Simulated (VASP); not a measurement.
## Te2Mo: single point with r2SCAN+D3(BJ)

**The experiment to reproduce.**

From “Broadband infrared study of pressure-tunable Fano resonance and metallization transition in 2H-MoTe2”, 2022, pmc:9569381, for a bulk crystal of Te2Mo at 300 K: band gap 0.88 ± 0.05 eV (indirect).

Crystal: Te2Mo.

```
CELL_PARAMETERS angstrom
3.54150 0.00000 0.00000
-1.77075 3.06703 0.00000
0.00000 0.00000 14.06614
ATOMIC_POSITIONS crystal
Te 0.66667 0.33333 0.37900
Te 0.33333 0.66667 0.87900
Te 0.66667 0.33333 0.12100
Te 0.33333 0.66667 0.62100
Mo 0.66667 0.33333 0.75000
Mo 0.33333 0.66667 0.25000
```

```json
{
 "Program": "VASP 6.6.1",
 "Task": "single point",
 "Functional": "r2SCAN",
 "Dispersion": "D3(BJ)",
 "Potentials or basis": "VASP PAW PBE potentials, release 64 (Te, Mo_sv)",
 "Cutoff": "520 eV",
 "k mesh": "9 × 9 × 2",
 "Occupations": "fermi-dirac, width 0.05 eV",
 "Spin": "no spin polarisation"
}
```

* Pressure: -1.3 GPa
* Largest force: 0.314 eV/Å
* Band gap on the k mesh: 0.89 eV, indirect (least direct gap 1.10 eV)
* Dispersion energy per atom: -0.247 eV

Forces in eV/Å, atoms in the order of the input:
```
Te   0.000  0.000 -0.314
Te   0.000  0.000 -0.314
Te   0.000  0.000  0.314
Te   0.000  0.000  0.314
Mo   0.000  0.000  0.000
Mo   0.000  0.000  0.000
```

Stress tensor (GPa, compression positive):
```
-0.94  0.00  0.00
 0.00 -0.94  0.00
 0.00  0.00 -2.02
```

Levels at points of the mesh, in eV from the valence-band top:
```
           k point  band 22  band 23  band 24  band 25  band 26  band 27  band 28  band 29  band 30  band 31
(0.00, 0.00, 0.00)    -1.09    -1.09    -1.02    -0.43     0.00     2.95     2.95     3.08     3.08     3.17
(0.00, 0.00, 0.50)    -1.10    -1.10    -1.10    -0.10    -0.10     2.98     2.98     2.98     2.98     3.32
```

Wall time 3.5 min on 1 thread of Intel(R) Xeon(R) 6975P-C (Granite Rapids), on a shared host, peak memory 0.36 GiB.

Against the measured gap of Te2Mo, 0.88 eV (indirect; 300 K; quoted in “Broadband infrared study of pressure-tunable Fano resonance and metallization transition in 2H-MoTe2”, 2022, pmc:9569381), the calculated 0.89 eV is off by +0.01 eV. Spin-orbit coupling on Mo, Te is left out. The value is that of r2SCAN+D3(BJ) on a finite k mesh, which can miss the band edges, without temperature or zero-point motion.

Caveat: the PAW data sets were made with another functional, which shifts forces and pressure a little; spin-orbit coupling is left out, which moves the levels of the heavy elements.
